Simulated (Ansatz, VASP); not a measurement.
**Re in VASP and in Ansatz**

INCAR

```
PREC = Accurate
ENCUT = 520
EDIFF = 1E-8
ISMEAR = -1
SIGMA = 0.03
LREAL = F
LASPH = T
NELM = 60
ALGO = Normal
ISIF = 2
LWAVE = F
LCHARG = F
LEFG = T
NBANDS = 10
```

The input KPOINTS:

```
Automatic mesh
0
Gamma
  14 14 14
```

Contents of POSCAR:

```
Re
1.0
    0.0000000000      1.9880798514      1.9880798514
    1.9880798514      0.0000000000      1.9880798514
    1.9880798514      1.9880798514      0.0000000000
Re
1
Direct
    0.0000000000      0.0000000000      0.0000000000
```

Input for Ansatz:

```yaml
crystal:
  lattice:
    - [0.0, 1.9880798514, 1.9880798514]
    - [1.9880798514, 0.0, 1.9880798514]
    - [1.9880798514, 1.9880798514, 0.0]
  atoms:
    - { symbol: Re, position: [0.0, 0.0, 0.0] }
kpoints:
  mp_grid: { grid: [14, 14, 14] }
scf:
  occupations: { method: fermi_dirac, width: 0.03 }
hamiltonian:
  xc: lda
  pseudopotentials: { kind: all_electron, datasets: crystal }
output:
  forces: true
  stress: true
  eigenvalues: true
  efg: { contact_densities: true }
```

Change from the starting cell: volume scaled by 1.02, crystal datasets.

Alike in both runs: task electric field gradients; functional LDA; k mesh 14 × 14 × 14; occupations fermi-dirac, width 0.03 eV; no spin polarisation.

|  | VASP | Ansatz |
| --- | --- | --- |
| version | VASP 6.6.1 | Ansatz 0.2.0 |
| potentials or method | VASP PAW LDA potentials, release 64 (Re), cutoff 520 eV | all-electron PAW with datasets made for the crystal, scalar-relativistic |

|  | VASP | Ansatz | Ansatz less VASP |
| --- | --- | --- | --- |
| pressure (GPa) | -28.9 | -29.3 | -0.42 |

LDA's correlation is that of Perdew and Zunger in VASP and of Perdew and Wang (1992) in Ansatz. Both programs put the cell under strong tension, so it lies far from rest at this level. Ansatz ran all-electron here, and VASP with PAW potentials.

Neither program's run includes spin-orbit coupling.
